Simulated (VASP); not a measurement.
# Mo in VASP: single point with LDA

Aim: the single point of Mo with LDA.

All numbers are computed with VASP 6.6.1; they aren't measurements. Logs are shortened: lines on timing, memory, paths and dates and some standing lists are left out, and cuts for length are marked.

**1. The cell of the first run**

The cell holds a slab with vacuum, 5 atoms: a = 3.111 Å, b = 3.111 Å, c = 22.222 Å, α = 90.00°, β = 90.00°, γ = 90.00°.

**2. Single point, LDA**

Input file POSCAR:

```
Mo
1.0
    3.1112033377      0.0000000000      0.0000000000
    0.0000000000      3.1112033377      0.0000000000
    0.0000000000      0.0000000000     22.2224000000
Mo
5
Direct
    0.0000000000      0.0000000000      0.3599969700
    0.5000000000      0.5000000000      0.4299984848
    0.0000000000      0.0000000000      0.5000000000
    0.5000000000      0.5000000000      0.5700015152
    0.0000000000      0.0000000000      0.6400030300
```

Input file INCAR.step1:

```
SYSTEM = Mo
ALGO = Normal
DIPOL = 0.5 0.5 0.500
EDIFF = 1E-7
ENCUT = 520
GGA = CA
IDIPOL = 3
ISIF = 2
ISMEAR = -1
LASPH = .True.
LCHARG = .True.
LDIPOL = .True.
LMAXMIX = 4
LREAL = .False.
LWAVE = .False.
NBANDS = 43
NELM = 60
PREC = Accurate
SIGMA = 0.08
```

Input file KPOINTS.step1:

```
k-points
0
Gamma
  11 11 1
  0 0 0
```

Input file INCAR.step2:

```
SYSTEM = Mo
ALGO = Normal
DIPOL = 0.5 0.5 0.500
EDIFF = 1E-7
ENCUT = 520
GGA = CA
ICHARG = 11
IDIPOL = 3
ISIF = 2
ISMEAR = -5
LASPH = .True.
LCHARG = .False.
LDIPOL = .True.
LMAXMIX = 4
LORBIT = 11
LREAL = .False.
LWAVE = .False.
NEDOS = 1001
NELM = 60
PREC = Accurate
SIGMA = 0.08
```

Input file KPOINTS.step2:

```
k-points
0
Gamma
  17 17 1
  0 0 0
```

Potentials or basis: VASP PAW LDA potentials, release 64 (Mo_sv).

Started as:

```bash
$ cat potpaw_LDA.64/Mo_sv/POTCAR > POTCAR
$ cp INCAR.step1 INCAR
$ cp KPOINTS.step1 KPOINTS
$ mpirun -np 1 vasp_std > vasp.out
$ cp INCAR.step2 INCAR
$ cp KPOINTS.step2 KPOINTS
$ mpirun -np 1 vasp_std > vasp.out
```

OUTCAR:

```text
SYSTEM = Mo
   EDIFF = 1E-7
   ENCUT = 520
   GGA = CA
   ICHARG = 11
   ISIF = 2
   ISMEAR = -5
   LASPH = .True.
   LORBIT = 11
   LREAL = .False.
   NELM = 60
   PREC = Accurate

 ion  position               nearest neighbor table
   1  0.000  0.000  0.360-   2 2.69   2 2.69   2 2.69   2 2.69   3 3.11
   2  0.500  0.500  0.430-   1 2.69   1 2.69   1 2.69   1 2.69   3 2.69   3 2.69   3 2.69   3 2.69
                             4 3.11
   3  0.000  0.000  0.500-   2 2.69   4 2.69   2 2.69   4 2.69   2 2.69   4 2.69   2 2.69   4 2.69
                             1 3.11   5 3.11
   4  0.500  0.500  0.570-   5 2.69   5 2.69   5 2.69   5 2.69   3 2.69   3 2.69   3 2.69   3 2.69
                             2 3.11
   5  0.000  0.000  0.640-   4 2.69   4 2.69   4 2.69   4 2.69   3 3.11

  LATTYP: Found a simple tetragonal cell.
 ALAT       =     3.1112033377
 C/A-ratio  =     7.1427025456

  Lattice vectors:

 A1 = (   3.1112033377,   0.0000000000,   0.0000000000)
 A2 = (   0.0000000000,   3.1112033377,   0.0000000000)
 A3 = (   0.0000000000,   0.0000000000,  22.2224000000)

Analysis of symmetry for initial positions (statically):
=====================================================================
 Subroutine PRICEL returns:
 Original cell was already a primitive cell.

 Routine SETGRP: Setting up the symmetry group for a
 simple tetragonal supercell.

 Subroutine GETGRP returns: Found 16 space group operations
 (whereof 16 operations were pure point group operations)
 out of a pool of 16 trial point group operations.

The static configuration has the point symmetry D_4h.

Analysis of symmetry for dynamics (positions and initial velocities):
=====================================================================
 Subroutine PRICEL returns:
 Original cell was already a primitive cell.

 Routine SETGRP: Setting up the symmetry group for a
 simple tetragonal supercell.

 Subroutine GETGRP returns: Found 16 space group operations
 (whereof 16 operations were pure point group operations)
 out of a pool of 16 trial point group operations.

The dynamic configuration has the point symmetry D_4h.

 Subroutine INISYM returns: Found 16 space group operations
 (whereof 16 operations are pure point group operations),
 and found     1 'primitive' translations

----------------------------------------------------------------------------------------

                                     Primitive cell

  volume of cell :     215.1036

  direct lattice vectors                    reciprocal lattice vectors
     3.111203338  0.000000000  0.000000000     0.321419043  0.000000000  0.000000000
     0.000000000  3.111203338  0.000000000     0.000000000  0.321419043  0.000000000
     0.000000000  0.000000000 22.222400000     0.000000000  0.000000000  0.044999640

  length of vectors
     3.111203338  3.111203338 22.222400000     0.321419043  0.321419043  0.044999640

  position of ions in fractional coordinates (direct lattice)
     0.000000000  0.000000000  0.359996970
     0.500000000  0.500000000  0.429998485
     0.000000000  0.000000000  0.500000000
     0.500000000  0.500000000  0.570001515
     0.000000000  0.000000000  0.640003030

  ion indices of the primitive-cell ions
   primitive index   ion index
                 1           1
                 2           2
                 3           3
                 4           4
                 5           5

----------------------------------------------------------------------------------------

 KPOINTS: k-points

Automatic generation of k-mesh.
 Grid dimensions read from file:
 generate k-points for:   17   17    1

 Generating k-lattice:

  Cartesian coordinates                     Fractional coordinates (reciprocal lattice)
     0.018907003  0.000000000  0.000000000     0.058823529  0.000000000  0.000000000
     0.000000000  0.018907003  0.000000000     0.000000000  0.058823529  0.000000000
     0.000000000  0.000000000  0.044999640     0.000000000  0.000000000  1.000000000

  Length of vectors
     0.018907003  0.018907003  0.044999640

  Shift w.r.t. Gamma in fractional coordinates (k-lattice)
     0.000000000  0.000000000  0.000000000

 TETIRR: Found    415 inequivalent tetrahedra from     1734

 Subroutine IBZKPT returns following result:
 ===========================================

 Found     45 irreducible k-points:

 Following reciprocal coordinates:
            Coordinates               Weight
  0.000000  0.000000  0.000000      1.000000
  0.058824  0.000000  0.000000      4.000000
  0.117647  0.000000  0.000000      4.000000
  0.176471  0.000000  0.000000      4.000000
  0.235294  0.000000  0.000000      4.000000
  0.294118  0.000000  0.000000      4.000000
[... 16 lines left out ...]
  0.411765  0.117647  0.000000      8.000000
  0.470588  0.117647  0.000000      8.000000
 [... further k-points ...]
   k-points           NKPTS =     45   k-points in BZ     NKDIM =     45   number of bands    NBANDS=     42
   number of dos      NEDOS =   1001   number of ions     NIONS =      5
   total plane-waves  NPLWV =  96768
   dimension x,y,z NGX =    24 NGY =   24 NGZ =  168
   dimension x,y,z NGXF=    48 NGYF=   48 NGZF=  336
   ions per type =               5
   NGX,Y,Z   is equivalent  to a cutoff of  12.82, 12.82, 12.57 a.u.
   NGXF,Y,Z  is equivalent  to a cutoff of  25.65, 25.65, 25.14 a.u.
 SYSTEM =  Mo
   PREC   = accura    normal or accurate (medium, high low for compatibility)
   ISTART =      0    job   : 0-new  1-cont  2-samecut
   ICHARG =     11    charge: 1-file 2-atom 10-const
   ISPIN  =      1    spin polarized calculation?
   LNONCOLLINEAR =      F non collinear calculations
   LSORBIT =      F    spin-orbit coupling
   LASPH  =      T    aspherical Exc in radial PAW
   ENCUT  =  520.0 eV  38.22 Ry    6.18 a.u.   5.78  5.78 41.32*2*pi/ulx,y,z
   NELM   =     60;   NELMIN=  2; NELMDL=  0     # of ELM steps
   EDIFF  = 0.1E-06   stopping-criterion for ELM
   LREAL  =      F    real-space projection
   EDIFFG = 0.1E-05   stopping-criterion for IOM
   NSW    =      0    number of steps for IOM
   IBRION =     -1    ionic relax: 0-MD 1-quasi-New 2-CG
   NFREE  =      0    steps in history (QN), initial steepest desc. (CG)
   ISIF   =      2    stress and relaxation
   ISYM   =      2    0-nonsym 1-usesym 2-fastsym
   POTIM  = 0.5000    time-step for ionic-motion
   TEBEG  =    0.0;   TEEND  =   0.0 temperature during run
   PSTRESS=    0.0 pullay stress
   NELECT =      70.0000    total number of electrons
   NUPDOWN=      -1.0000    fix difference up-down
   EMIN   =  10.00;   EMAX   =-10.00  energy-range for DOS
   EFERMI =   0.00;   METHOD = LEGACY
   ISMEAR =    -5;   SIGMA  =   0.08  broadening in eV -4-tet -1-fermi 0-gaus
   EFERMI_NEDOS =   21; number of points for ismear=-14 and -15
   IALGO  =     38    algorithm
   IMIX   =      4    mixing-type and parameters
     AMIX     =   0.40;   BMIX     =  1.00
     AMIX_MAG =   1.60;   BMIX_MAG =  1.00
  volume/ion in A,a.u.               =      43.02       290.32
  Fermi-wavevector in a.u.,A,eV,Ry     =   1.126052  2.127929 17.252079  1.267992
  Thomas-Fermi vector in A             =   2.262732
   LORBIT       =     11    0 simple, 1 ext, 2 COOP (PROOUT), +10 PAW based schemes
   GGA     = CA    functional components
   LHFCALC =     F    Hartree Fock is set to
   AEXX    =    0.0000 exact exchange contribution
   IVDW    =     0    specifies the selected vdW correction
   LEPSILON=     F    determine dielectric tensor
   LRPA    =     F    only Hartree local field effects (RPA)
 non-spin polarized calculation
 Fermi weights with tetrahedron method with Bloechl corrections
  energy-cutoff  :      520.00
  volume of cell :      215.10
 maximum number of plane-waves:      5840
 NGX is ok and might be reduce to    24

 number of electron      69.9999990 magnetization

 dipolmoment           0.000000      0.000000      0.000000 electrons x Angstroem

 Free energy of the ion-electron system (eV)
  ---------------------------------------------------
  ext. energy  EPLUGINS =         0.00000000
  ---------------------------------------------------
  free energy    TOTEN  =       -55.82944018 eV

  energy without entropy =      -55.82944018  energy(sigma->0) =      -55.82944018

 E-fermi :   1.8408     XC(G=0):  -5.9935

 val. band max:        1.8440544823   @ k =   0.2353   0.1176   0.0000
 cond. band min:       1.8438379342   @ k =   0.0000   0.0000   0.0000
 fundamental gap:     -0.0002165480
 Fermi energy:         1.8407565582

 k-point     1 :       0.0000    0.0000    0.0000
  band No.  band energies     occupation
      1     -59.0292      2.00000
      2     -58.7785      2.00000
      3     -58.6870      2.00000
      4     -58.4963      2.00000
      5     -58.4718      2.00000
      6     -33.4959      2.00000
[... 34 lines left out ...]
     41       3.2127      0.00000
     42       3.3550      0.00000

 k-point     2 :       0.0588    0.0000    0.0000
  band No.  band energies     occupation
      1     -59.0252      2.00000
      2     -58.7756      2.00000
      3     -58.6863      2.00000
      4     -58.4976      2.00000
      5     -58.4742      2.00000
      6     -33.5044      2.00000
[... 979 lines left out ...]
     41       3.2992      0.00000
     42       3.5918      0.00000

 k-point    24 :       0.4706    0.1176    0.0000
  band No.  band energies     occupation
      1     -58.8772      2.00000
      2     -58.6726      2.00000
      3     -58.6606      2.00000
      4     -58.5593      2.00000
      5     -58.5592      2.00000
      6     -33.8186      2.00000
[... 34 lines left out ...]
     41       3.3833      0.00000
     42       3.6371      0.00000

 [... further k-points ...]

------------------------ aborting loop because EDIFF is reached ----------------------------------------

 vacuum level on the upper side and lower side of the slab       (xc-potential included)        -0.106        -0.106

  FORCE on cell =-STRESS in cart. coord.  units (eV):
  Direction    XX          YY          ZZ          XY          YZ          ZX
  --------------------------------------------------------------------------------------
  -------------------------------------------------------------------------------------
  Total       -8.2151038     -8.2151038     -5.6438247      0.0000000      0.0000000      0.0000000
  in kB      -61.1893560    -61.1893560    -42.0374479      0.0000000      0.0000000      0.0000000
  external PRESSURE =     -54.8053866 kB  Pullay stress =       0.0000000 kB

 VOLUME and BASIS-vectors are now :
 -----------------------------------------------------------------------------
  energy-cutoff  :      520.00
  volume of cell :      215.10
      direct lattice vectors                 reciprocal lattice vectors
     3.111203338  0.000000000  0.000000000     0.321419043  0.000000000  0.000000000
     0.000000000  3.111203338  0.000000000     0.000000000  0.321419043  0.000000000
     0.000000000  0.000000000 22.222400000     0.000000000  0.000000000  0.044999640

 POSITION                                       TOTAL-FORCE (eV/Angst)
 -----------------------------------------------------------------------------------
      0.00000      0.00000      8.00000         0.000000      0.000000      1.413704
      1.55560      1.55560      9.55560         0.000000     -0.000000     -1.305974
      0.00000      0.00000     11.11120         0.000000      0.000000      0.000000
      1.55560      1.55560     12.66680         0.000000     -0.000000      1.305974
      0.00000      0.00000     14.22240        -0.000000      0.000000     -1.413704
 -----------------------------------------------------------------------------------
    total drift:                                0.000000     -0.000000      0.000000

  FREE ENERGIE OF THE ION-ELECTRON SYSTEM (eV)
  ---------------------------------------------------
  free  energy   TOTEN  =       -55.8294401818 eV

  energy  without entropy=      -55.8294401818  energy(sigma->0) =      -55.82944018

 vacuum level on the upper side and lower side of the slab         6.045         6.045

 total charge

# of ion       s       p       d       tot
------------------------------------------
    1        2.356   6.080   3.931  12.366
    2        2.400   6.208   3.981  12.588
    3        2.394   6.216   3.967  12.577
    4        2.400   6.208   3.981  12.588
    5        2.356   6.080   3.931  12.366
--------------------------------------------------
tot         11.904  30.790  19.789  62.484
```

Run time: 5.5 min. Hardware: 1 thread of AMD EPYC 9R45 (Zen 5), shared host; peak memory 0.36 GiB.

What came out:

```
Valence electrons inside the program's atomic spheres : Mo 12.37, 12.59, 12.58 (each value once)
```

Levels at points of the mesh, in eV from the Fermi level:
```csv
k point,band 33,band 34,band 35,band 36,band 37,band 38
"(0.00, 0.00, 0.00)",-0.86,-0.48,-0.11,-0.09,0.00,0.00
```

Caveat: tetrahedron occupations give inexact forces and stress in metals.
